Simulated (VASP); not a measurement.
The system is KF.

```
K F
1.0
     3.65993    0.00000    0.00000
    -1.82997    3.16960    0.00000
     0.00000    0.00000    6.47881
K F
2 2
Direct
  0.00000 0.00000 0.00000
  0.00000 0.00000 0.50000
  0.33333 0.66667 0.25000
  0.66667 0.33333 0.75000
```

Base run:

| Quantity | Value |
| --- | --- |
| Program | VASP 6.6.1 |
| Functional | r2SCAN |
| Potentials or basis | VASP PAW PBE potentials, release 64 (K_sv, F) |
| Cutoff | 520 eV |
| k mesh | 12 × 12 × 4 |
| Occupations | gaussian, width 0.01 eV |
| Spin | no spin polarisation |

Its results: band gap on the k mesh 6.87 eV; pressure 0.0 GPa.

Task: The run is repeated on the same cell with these changes: functional from r2SCAN to PBE; occupations from gaussian, width 0.01 eV to fermi-dirac, width 0.02 eV. What comes out?

Result: Band gap on the k mesh 6.19 eV; pressure 2.1 GPa.

Caveats: the PAW data sets were made with another functional, which shifts forces and pressure a little (at least some runs).

A k mesh can miss the band edges.
